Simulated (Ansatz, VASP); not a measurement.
**Ru in VASP and in Ansatz**

```
CELL_PARAMETERS angstrom
2.72003 0.00000 0.00000
-1.36001 2.35561 0.00000
0.00000 0.00000 4.29677
ATOMIC_POSITIONS crystal
Ru 0.33333 0.66667 0.25000
Ru 0.66667 0.33333 0.75000
```

Alike in both runs: functional PBE; k mesh 18 × 18 × 10; occupations gaussian, width 0.1 eV; no spin polarisation.

Ansatz relaxed the structure, and its values are those at the end. VASP's run is a single point on that final structure, the one shown.

|  | VASP | Ansatz |
| --- | --- | --- |
| version | VASP 6.6.1 | Ansatz 0.2.0 |
| potentials or method | VASP PAW PBE potentials, release 64 (Ru_pv), cutoff 520 eV | scalar-relativistic, plane waves, PAW |
| valence electrons in the cell | 28 | 32 |

Ansatz gave:

```
gap on the k mesh at the Fermi level (eV) : none
pressure (GPa)                            : 0.0
```

**Question.** What did VASP give for the same quantities?

**Answer.** gap on the k mesh at the Fermi level (eV): none; pressure (GPa): -0.1.

A gap of «none» marks a metal or a gap that the smearing closes. The functional is the same, so the differences come from potentials, cutoffs and numerics. VASP's potentials hold 28 valence electrons a cell and Ansatz's 32, so a difference there can come from the potentials and not from the codes.
